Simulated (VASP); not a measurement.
A run of VASP 6.6.1 is set up as follows.

Contents of INCAR:

```
SYSTEM = Ta
PREC = Accurate ; ENCUT = 520
EDIFF = 1E-6 ; ISMEAR = 0
SIGMA = 0.15 ; LREAL = .FALSE.
LASPH = .TRUE. ; NELM = 100
ALGO = Fast ; ISIF = 2
LWAVE = .FALSE. ; LCHARG = .FALSE.
NBANDS = 18
```

KPOINTS

```
Automatic mesh
0
G
  18 18 10
  0 0 0
```

Contents of POSCAR:

```
Ta
1.0
   -1.6512800000      1.6512800000      1.6512800000
    1.6512800000     -1.6512800000      1.6512800000
    3.3025600000      3.3025600000      0.0000000000
Ta
2
Direct
    0.0032116303     -0.0032116303      0.0000000000
    0.4967883697      0.5032116303      0.5000000000
```

Potentials or basis: VASP PAW LDA potentials, release 64 (Ta_pv).

Launch:

```bash
$ cat potpaw_LDA.64/Ta_pv/POTCAR > POTCAR
$ mpirun -np 1 vasp_std > vasp.out
```

(1) What does it give for the pressure?

(2) Predict the largest force.

(3) Estimate the band gap on the k mesh.

Results:

(1) -8.4 GPa.

(2) 0.081 eV/Å.

(3) zero (bands 11 and 12 overlap by 3.09 eV).

Caveat: the cell differs from its parent crystal (atoms displaced along a vibrational mode); the cell stands under tension; spin-orbit coupling is left out, which moves the levels of the heavy elements.
